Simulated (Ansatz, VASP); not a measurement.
## Two plane-wave programs on Mn

File INCAR:

```
SYSTEM = Mn
  AGGAC = 1.0
  AGGAX = 1.0
  ALDAC = 0.0
  ALDAX = 1.0
  ALGO = Normal
  EDIFF = 1E-7
  EDIFFG = -0.01
  ENCUT = 680
  GGA = B5
  GGA_COMPAT = .FALSE.
  IBRION = 2
  ISIF = 3
  ISMEAR = -1
  ISPIN = 2
  LASPH = .TRUE.
  LCHARG = .FALSE.
  LMAXMIX = 4
  LORBIT = 11
  LREAL = .FALSE.
  LWAVE = .FALSE.
  MAGMOM = 3 -3
  NELM = 200
  NELMIN = 4
  NSW = 80
  PREC = Accurate
  SIGMA = 0.05
```

The input KPOINTS:

```
k-points
0
G
  11 11 11
  0 0 0
```

File POSCAR:

```
Mn
1.0
    0.0000000000      2.5125686141      2.5125686141
    2.5125686141      0.0000000000      2.5125686141
    2.5125686141      2.5125686141      0.0000000000
Mn
2
Direct
    0.1250000000      0.1250000000      0.1250000000
    0.8750000000      0.8750000000      0.8750000000
```

Input for Ansatz:

```yaml
crystal:
  lattice:
    - [0.0, 2.5125686141, 2.5125686141]
    - [2.5125686141, 0.0, 2.5125686141]
    - [2.5125686141, 2.5125686141, 0.0]
  atoms:
    - { symbol: Mn, position: [0.125, 0.125, 0.125], spin: 3.0 }
    - { symbol: Mn, position: [0.875, 0.875, 0.875], spin: -3.0 }
hamiltonian:
  xc: blyp
  pseudopotentials:
    kind: paw
    azcp:
      Mn: "pseudopotentials/Mn.paw.azcp"
basis:
  ecutwfc: 420
  fft_grid_basis: typed
kpoints:
  mp_grid: { grid: [11, 11, 11], shift: [0, 0, 0] }
magnetization:
  spin_polarized: true
scf:
  occupations: { method: fermi_dirac, width: 0.05 }
relax:
  max_steps: 60
  f_tol: 0.01
  cell: {}
```

Alike in both runs: task relaxation of cell and atoms; functional BLYP; k mesh 11 × 11 × 11; occupations fermi-dirac, width 0.05 eV; collinear spin.

|  | VASP | Ansatz |
| --- | --- | --- |
| version | VASP 6.6.1 | Ansatz 0.2.0 |
| potentials or method | VASP PAW PBE potentials, release 64 (Mn_sv), cutoff 680 eV | plane waves (420 eV) with PAW, scalar-relativistic |
| valence electrons in the cell | 30 | 30 |

|  | VASP | Ansatz | Ansatz less VASP |
| --- | --- | --- | --- |
| net moment per atom (μB) | 0.00 | 0.00 | 0.000 |
| size of the moment on the site where the two differ most (μB) | 2.07 | 2.09 | +0.020 |
| relaxed volume (Å³/atom) | 17.34 | 17.60 | +0.261 |
| relaxed length of the cell vector where the two differ most in proportion (Å) | 3.660 | 3.678 | +0.0182 |

VASP's potentials were made for PBE, not for BLYP. Site moments also hang on the region over which each program counts them.
